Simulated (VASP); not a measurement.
Runs of VASP 6.6.1 on HfN. The structure is that of space group I4/mmm (No. 139), or close to it. The cells are those of the table. 

```csv
cell,gap on the mesh (eV),pressure (GPa)
"a = 3.276, b = 3.276, c = 3.354 Å, angles 59.2, 59.2, 61.6°, 2 atoms",none,-25.1
"a = 3.237, b = 3.237, c = 3.354 Å, angles 58.8, 58.8, 62.4°, 2 atoms",none,-18.7
"a = 3.157, b = 3.157, c = 3.275 Å, angles 58.8, 58.8, 62.5°, 2 atoms",none,(a)
"a = 3.196, b = 3.196, c = 3.275 Å, angles 59.2, 59.2, 61.6°, 2 atoms",none,-9.8
"a = 3.199, b = 3.199, c = 3.354 Å, angles 58.4, 58.4, 63.2°, 2 atoms",none,(b)
```

Alike in all rows: task single point; level PBEsol; potentials or basis VASP PAW PBE potentials, release 64 (Hf_pv, N); no spin polarisation; k mesh 18 × 18 × 18; cutoff (eV) 520; smearing gaussian 0.15 eV.

Fill in the values left out.

(a) -0.7; (b) -10.3.

Caveats: the PAW data sets were made with another functional, which shifts forces and pressure a little; spin-orbit coupling is left out, which moves the levels of the heavy elements.

A k mesh can miss the band edges, and the runs leave out spin-orbit coupling on Hf.

A gap of «none» marks levels without a gap at the run's occupations.
